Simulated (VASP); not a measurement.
A run of VASP 6.6.1:

Contents of POSCAR:

```
ZnS
1.0
    3.8087369152      0.0000000000      0.0000000000
   -1.9043684576      3.2984629249      0.0000000000
    0.0000000000      0.0000000000     12.6534621202
Zn S
4 4
Direct
    0.0000000000      0.0000000000      0.0001143924
    0.0000000000      0.0000000000      0.5001143924
    0.3333333333      0.6666666667      0.2500706174
    0.6666666667      0.3333333333      0.7500706174
    0.0000000000      0.0000000000      0.1872361436
    0.0000000000      0.0000000000      0.6872361436
    0.3333333333      0.6666666667      0.4375788466
    0.6666666667      0.3333333333      0.9375788466
```

INCAR.step1

```
  ALGO = Normal
  EDIFF = 1E-4
  ENCUT = 520
  GGA = PE
  ISMEAR = 0
  LASPH = True
  LCHARG = False
  LREAL = False
  LWAVE = True
  NBANDS = 46
  NELM = 80
  PREC = Accurate
  SIGMA = 0.05
```

INCAR.step2

```
  ALGO = Normal
  EDIFF = 1E-6
  ENCUT = 520
  ISIF = 2
  ISMEAR = 0
  ISTART = 1
  LASPH = True
  LCHARG = False
  LMIXTAU = True
  LREAL = False
  LWAVE = False
  METAGGA = R2SCAN
  NBANDS = 46
  NELM = 80
  PREC = Accurate
  SIGMA = 0.05
```

The input KPOINTS:

```
k-points
0
Gamma
  6 6 2
```

Potentials or basis: VASP PAW PBE potentials, release 64 (Zn, S).

Launch:

```bash
$ cat potpaw_PBE.64/Zn/POTCAR potpaw_PBE.64/S/POTCAR > POTCAR
$ cp INCAR.step1 INCAR
$ mpirun -np 1 vasp_std > vasp.out
$ cp INCAR.step2 INCAR
$ mpirun -np 1 vasp_std > vasp.out
```

Hardware: 1 thread of Intel(R) Xeon(R) 6975P-C (Granite Rapids) (shared host).

Task: Estimate the wall time of this run.

Result: It took 4.6 min on 1 thread of Intel(R) Xeon(R) 6975P-C (Granite Rapids) (shared host), peak memory 0.31 GiB. Counts: k points 14.
